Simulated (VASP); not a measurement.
# BaTe (Fm-3m) in VASP: a series of runs

The runs below take BaTe through single point, with PBE.

Everything below comes from runs of VASP 6.6.1. Logs are shortened: lines on timing, memory, paths and dates and some standing lists are left out, and cuts for length are marked.

## 1. The cell of the first run

It takes space group Fm-3m (No. 225, cubic). Conventional cell: a = 7.065 Å, b = 7.065 Å, c = 7.065 Å, α = 90.00°, β = 90.00°, γ = 90.00°. Within 4.6 Å of Ba (site symmetry m-3m) lie 6 Te at 3.53 Å. Te (site symmetry m-3m) has 6 Ba at 3.53 Å within 4.6 Å.

## 2. Single point, PBE

INCAR

```
SYSTEM = BaTe
ALGO = Normal
EDIFF = 1E-6
ENCUT = 520
GGA = PE
ISIF = 2
ISMEAR = 0
LASPH = .TRUE.
LCHARG = .FALSE.
LREAL = .FALSE.
LWAVE = .FALSE.
NBANDS = 15
NELM = 100
PREC = Accurate
SIGMA = 0.01
```

KPOINTS

```
k-points
0
G
  4 4 4
  0 0 0
```

POSCAR

```
BaTe
1.0
    0.0000000000      3.5323868409      3.5323868409
    3.5323868409      0.0000000000      3.5323868409
    3.5323868409      3.5323868409      0.0000000000
Ba Te
1 1
Direct
    0.0000000000      0.0000000000      0.0000000000
    0.5000000000      0.5000000000      0.5000000000
```

Potentials or basis: VASP PAW PBE potentials, release 64 (Ba_sv, Te).

Command:

```
cat potpaw_PBE.64/Ba_sv/POTCAR potpaw_PBE.64/Te/POTCAR > POTCAR
mpirun -np 1 vasp_std > vasp.out
```

OUTCAR:

```text
SYSTEM = BaTe
   EDIFF = 1E-6
   ENCUT = 520
   GGA = PE
   ISIF = 2
   ISMEAR = 0
   LASPH = .TRUE.
   LREAL = .FALSE.
   NELM = 100
   PREC = Accurate

 ion  position               nearest neighbor table
   1  0.000  0.000  0.000-   2 3.53   2 3.53   2 3.53   2 3.53   2 3.53   2 3.53
   2  0.500  0.500  0.500-   1 3.53   1 3.53   1 3.53   1 3.53   1 3.53   1 3.53

  LATTYP: Found a face centered cubic cell.
 ALAT       =     7.0647736818

  Lattice vectors:

 A1 = (   0.0000000000,   3.5323868409,   3.5323868409)
 A2 = (   3.5323868409,   0.0000000000,   3.5323868409)
 A3 = (   3.5323868409,   3.5323868409,   0.0000000000)

Analysis of symmetry for initial positions (statically):
=====================================================================
 Subroutine PRICEL returns:
 Original cell was already a primitive cell.

 Routine SETGRP: Setting up the symmetry group for a
 face centered cubic supercell.

 Subroutine GETGRP returns: Found 48 space group operations
 (whereof 48 operations were pure point group operations)
 out of a pool of 48 trial point group operations.

The static configuration has the point symmetry O_h .

Analysis of symmetry for dynamics (positions and initial velocities):
=====================================================================
 Subroutine PRICEL returns:
 Original cell was already a primitive cell.

 Routine SETGRP: Setting up the symmetry group for a
 face centered cubic supercell.

 Subroutine GETGRP returns: Found 48 space group operations
 (whereof 48 operations were pure point group operations)
 out of a pool of 48 trial point group operations.

The dynamic configuration has the point symmetry O_h .

 Subroutine INISYM returns: Found 48 space group operations
 (whereof 48 operations are pure point group operations),
 and found     1 'primitive' translations

----------------------------------------------------------------------------------------

                                     Primitive cell

  volume of cell :      88.1525

  direct lattice vectors                    reciprocal lattice vectors
     0.000000000  3.532386841  3.532386841    -0.141547351  0.141547351  0.141547351
     3.532386841  0.000000000  3.532386841     0.141547351 -0.141547351  0.141547351
     3.532386841  3.532386841  0.000000000     0.141547351  0.141547351 -0.141547351

  length of vectors
     4.995549378  4.995549378  4.995549378     0.245167204  0.245167204  0.245167204

  position of ions in fractional coordinates (direct lattice)
     0.000000000  0.000000000  0.000000000
     0.500000000  0.500000000  0.500000000

  ion indices of the primitive-cell ions
   primitive index   ion index
                 1           1
                 2           2

----------------------------------------------------------------------------------------

 KPOINTS: k-points

Automatic generation of k-mesh.
 Grid dimensions read from file:
 generate k-points for:    4    4    4

 Generating k-lattice:

  Cartesian coordinates                     Fractional coordinates (reciprocal lattice)
    -0.035386838  0.035386838  0.035386838     0.250000000  0.000000000  0.000000000
     0.035386838 -0.035386838  0.035386838     0.000000000  0.250000000  0.000000000
     0.035386838  0.035386838 -0.035386838     0.000000000  0.000000000  0.250000000

  Length of vectors
     0.061291801  0.061291801  0.061291801

  Shift w.r.t. Gamma in fractional coordinates (k-lattice)
     0.000000000  0.000000000  0.000000000

 Subroutine IBZKPT returns following result:
 ===========================================

 Found      8 irreducible k-points:

 Following reciprocal coordinates:
            Coordinates               Weight
  0.000000  0.000000  0.000000      1.000000
  0.250000  0.000000  0.000000      8.000000
  0.500000  0.000000  0.000000      4.000000
  0.250000  0.250000  0.000000      6.000000
  0.500000  0.250000  0.000000     24.000000
 -0.250000  0.250000  0.000000     12.000000
  0.500000  0.500000  0.000000      3.000000
 -0.250000  0.500000  0.250000      6.000000
   k-points           NKPTS =      8   k-points in BZ     NKDIM =      8   number of bands    NBANDS=     15
   number of dos      NEDOS =    301   number of ions     NIONS =      2
   total plane-waves  NPLWV =  64000
   dimension x,y,z NGX =    40 NGY =   40 NGZ =   40
   dimension x,y,z NGXF=    80 NGYF=   80 NGZF=   80
   ions per type =               1   1
   NGX,Y,Z   is equivalent  to a cutoff of  13.31, 13.31, 13.31 a.u.
   NGXF,Y,Z  is equivalent  to a cutoff of  26.62, 26.62, 26.62 a.u.
 SYSTEM =  BaTe
   PREC   = accura    normal or accurate (medium, high low for compatibility)
   ISTART =      0    job   : 0-new  1-cont  2-samecut
   ICHARG =      2    charge: 1-file 2-atom 10-const
   ISPIN  =      1    spin polarized calculation?
   LNONCOLLINEAR =      F non collinear calculations
   LSORBIT =      F    spin-orbit coupling
   LASPH  =      T    aspherical Exc in radial PAW
   ENCUT  =  520.0 eV  38.22 Ry    6.18 a.u.   9.29  9.29  9.29*2*pi/ulx,y,z
   NELM   =    100;   NELMIN=  2; NELMDL= -5     # of ELM steps
   EDIFF  = 0.1E-05   stopping-criterion for ELM
   LREAL  =      F    real-space projection
   EDIFFG = 0.1E-04   stopping-criterion for IOM
   NSW    =      0    number of steps for IOM
   IBRION =     -1    ionic relax: 0-MD 1-quasi-New 2-CG
   NFREE  =      0    steps in history (QN), initial steepest desc. (CG)
   ISIF   =      2    stress and relaxation
   ISYM   =      2    0-nonsym 1-usesym 2-fastsym
   POTIM  = 0.5000    time-step for ionic-motion
   TEBEG  =    0.0;   TEEND  =   0.0 temperature during run
   PSTRESS=    0.0 pullay stress
   NELECT =      16.0000    total number of electrons
   NUPDOWN=      -1.0000    fix difference up-down
   EMIN   =  10.00;   EMAX   =-10.00  energy-range for DOS
   EFERMI =   0.00;   METHOD = LEGACY
   ISMEAR =     0;   SIGMA  =   0.01  broadening in eV -4-tet -1-fermi 0-gaus
   EFERMI_NEDOS =   21; number of points for ismear=-14 and -15
   IALGO  =     38    algorithm
   IMIX   =      4    mixing-type and parameters
     AMIX     =   0.40;   BMIX     =  1.00
     AMIX_MAG =   1.60;   BMIX_MAG =  1.00
  volume/ion in A,a.u.               =      44.08       297.44
  Fermi-wavevector in a.u.,A,eV,Ry     =   0.926908  1.751602 11.689557  0.859158
  Thomas-Fermi vector in A             =   2.052921
   LORBIT       =      0    0 simple, 1 ext, 2 COOP (PROOUT), +10 PAW based schemes
   GGA     = PE    functional components
   LHFCALC =     F    Hartree Fock is set to
   AEXX    =    0.0000 exact exchange contribution
   IVDW    =     0    specifies the selected vdW correction
   LEPSILON=     F    determine dielectric tensor
   LRPA    =     F    only Hartree local field effects (RPA)
 non-spin polarized calculation
 Gauss-broadening in eV      SIGMA  =   0.01
  energy-cutoff  :      520.00
  volume of cell :       88.15
 maximum number of plane-waves:      2421
 NGX is ok and might be reduce to    40
   NGX = 19   NGY = 19   NGZ = 19

 number of electron      16.0000000 magnetization

 Free energy of the ion-electron system (eV)
  ---------------------------------------------------
  ext. energy  EPLUGINS =         0.00000000
  ---------------------------------------------------
  free energy    TOTEN  =        -8.61980836 eV

  energy without entropy =       -8.61980836  energy(sigma->0) =       -8.61980836

 E-fermi :   2.2147     XC(G=0):  -8.1331

 val. band max:        2.1130740236   @ k =   0.0000   0.0000   0.0000
 cond. band min:       3.6848186182   @ k =   0.5000   0.5000   0.0000
 fundamental gap:      1.5717445946
 Fermi energy:         2.2146502737

 k-point     1 :       0.0000    0.0000    0.0000
  band No.  band energies     occupation
      1     -24.9910      2.00000
      2     -10.1354      2.00000
      3     -10.1354      2.00000
      4     -10.1354      2.00000
      5      -7.3658      2.00000
      6       2.1131      2.00000
      7       2.1131      2.00000
      8       2.1131      2.00000
      9       4.9142      0.00000
     10       5.0476      0.00000
     11       5.0476      0.00000
     12       5.0476      0.00000
     13       5.6353      0.00000
     14       5.6353      0.00000
     15       9.0931      0.00000

 k-point     2 :       0.2500    0.0000    0.0000
  band No.  band energies     occupation
      1     -24.9853      2.00000
      2     -10.3322      2.00000
      3     -10.1409      2.00000
      4     -10.1409      2.00000
      5      -7.0292      2.00000
      6       0.7882      2.00000
      7       1.4748      2.00000
      8       1.4748      2.00000
      9       5.2191      0.00000
     10       5.7391      0.00000
     11       5.7391      0.00000
     12       6.8085      0.00000
     13       7.1065      0.00000
     14       7.1065      0.00000
     15      10.2745      0.00000

 k-point     3 :       0.5000    0.0000    0.0000
  band No.  band energies     occupation
      1     -24.9797      2.00000
      2     -10.4999      2.00000
      3     -10.1464      2.00000
      4     -10.1464      2.00000
      5      -6.7062      2.00000
      6      -0.0517      2.00000
      7       1.0367      2.00000
      8       1.0367      2.00000
      9       6.2628      0.00000
     10       6.7946      0.00000
     11       6.9327      0.00000
     12       6.9327      0.00000
     13       8.9947      0.00000
     14       8.9947      0.00000
     15       9.3889      0.00000
[... 55 lines left out ...]
 k-point     7 :       0.5000    0.5000    0.0000
  band No.  band energies     occupation
      1     -24.9760      2.00000
      2     -10.3205      2.00000
      3     -10.2097      2.00000
      4     -10.2097      2.00000
      5      -7.1662      2.00000
      6       0.9874      2.00000
      7       1.7298      2.00000
      8       1.7298      2.00000
      9       3.6848      0.00000
     10       6.4887      0.00000
     11       6.6342      0.00000
     12       7.5720      0.00000
     13       7.7479      0.00000
     14       7.7479      0.00000
     15       9.8102      0.00000

 k-point     8 :      -0.2500    0.5000    0.2500
  band No.  band energies     occupation
      1     -24.9760      2.00000
      2     -10.2652      2.00000
      3     -10.2652      2.00000
      4     -10.2652      2.00000
      5      -6.9890      2.00000
      6       0.8802      2.00000
      7       1.1818      2.00000
      8       1.1818      2.00000
      9       5.6113      0.00000
     10       5.6113      0.00000
     11       6.8479      0.00000
     12       7.1313      0.00000
     13       7.7588      0.00000
     14      10.0279      0.00000
     15      10.1580      0.00000

------------------------ aborting loop because EDIFF is reached ----------------------------------------

  FORCE on cell =-STRESS in cart. coord.  units (eV):
  Direction    XX          YY          ZZ          XY          YZ          ZX
  --------------------------------------------------------------------------------------
  -------------------------------------------------------------------------------------
  Total        0.1936641      0.1936641      0.1936641      0.0000000      0.0000000     -0.0000000
  in kB        3.5198562      3.5198562      3.5198562      0.0000000      0.0000000     -0.0000000
  external PRESSURE =       3.5198562 kB  Pullay stress =       0.0000000 kB

 VOLUME and BASIS-vectors are now :
 -----------------------------------------------------------------------------
  energy-cutoff  :      520.00
  volume of cell :       88.15
      direct lattice vectors                 reciprocal lattice vectors
     0.000000000  3.532386841  3.532386841    -0.141547351  0.141547351  0.141547351
     3.532386841  0.000000000  3.532386841     0.141547351 -0.141547351  0.141547351
     3.532386841  3.532386841  0.000000000     0.141547351  0.141547351 -0.141547351

 POSITION                                       TOTAL-FORCE (eV/Angst)
 -----------------------------------------------------------------------------------
      0.00000      0.00000      0.00000         0.000000      0.000000      0.000000
      3.53239      3.53239      3.53239        -0.000000     -0.000000     -0.000000
 -----------------------------------------------------------------------------------
    total drift:                                0.000000     -0.000000     -0.000000

  FREE ENERGIE OF THE ION-ELECTRON SYSTEM (eV)
  ---------------------------------------------------
  free  energy   TOTEN  =        -8.6198083567 eV

  energy  without entropy=       -8.6198083567  energy(sigma->0) =       -8.61980836
```

It took 27 s on 1 thread of AMD EPYC, shared host; peak memory 0.19 GiB.

What came out:

```
Free energy            : -8.6198 eV
Pressure               : 0.4 GPa
Band gap on the k mesh : 1.57 eV, indirect (least direct gap 1.96 eV)
```

Levels at points of the mesh, in eV from the valence-band top:
```
           k point  band 6  band 7  band 8  band 9  band 10  band 11
(0.00, 0.00, 0.00)    0.00    0.00    0.00    2.80     2.93     2.93
(0.50, 0.00, 0.00)   -2.16   -1.08   -1.08    4.15     4.68     4.82
(0.50, 0.50, 0.00)   -1.13   -0.38   -0.38    1.57     4.38     4.52
```

Caveat: spin-orbit coupling is left out, which moves the levels of the heavy elements. A k mesh can miss the band edges.

## 3. Single point, PBE

INCAR

```
  PREC = Accurate
  ENCUT = 520
  EDIFF = 1E-6
  ISMEAR = 0
  SIGMA = 0.01
  LREAL = F
  LASPH = T
  NELM = 60
  ALGO = Normal
  ISIF = 2
  LWAVE = F
  LCHARG = F
  GGA = PE
  NBANDS = 15
```

KPOINTS

```
Automatic mesh
0
Gamma
  4 4 4
```

POSCAR is that of step 2.

Potentials or basis: VASP PAW PBE potentials, release 64 (Ba_sv, Te).

Command:

```
cat potpaw_PBE.64/Ba_sv/POTCAR potpaw_PBE.64/Te/POTCAR > POTCAR
mpirun -np 1 vasp_std > vasp.out
```

It took 29 s on 1 thread of AMD EPYC, shared host; peak memory 0.19 GiB.

Results (log left out):

- Free energy: -8.6198 eV
- Pressure: 0.4 GPa
- Band gap on the k mesh: 1.57 eV, indirect (least direct gap 1.96 eV)

Levels at points of the mesh, in eV from the valence-band top:
| k point | band 4 | band 5 | band 6 | band 7 | band 8 | band 9 | band 10 | band 11 | band 12 | band 13 |
| --- | --- | --- | --- | --- | --- | --- | --- | --- | --- | --- |
| (0.00, 0.00, 0.00) | -12.25 | -9.48 | 0.00 | 0.00 | 0.00 | 2.80 | 2.93 | 2.93 | 2.93 | 3.52 |
| (0.50, 0.00, 0.00) | -12.26 | -8.82 | -2.16 | -1.08 | -1.08 | 4.15 | 4.68 | 4.82 | 4.82 | 6.88 |
| (0.50, 0.50, 0.00) | -12.32 | -9.28 | -1.13 | -0.38 | -0.38 | 1.57 | 4.38 | 4.52 | 5.46 | 5.63 |

Caveat: spin-orbit coupling is left out, which moves the levels of the heavy elements. PBE gaps usually lie below the measured ones, often by a third to a half.
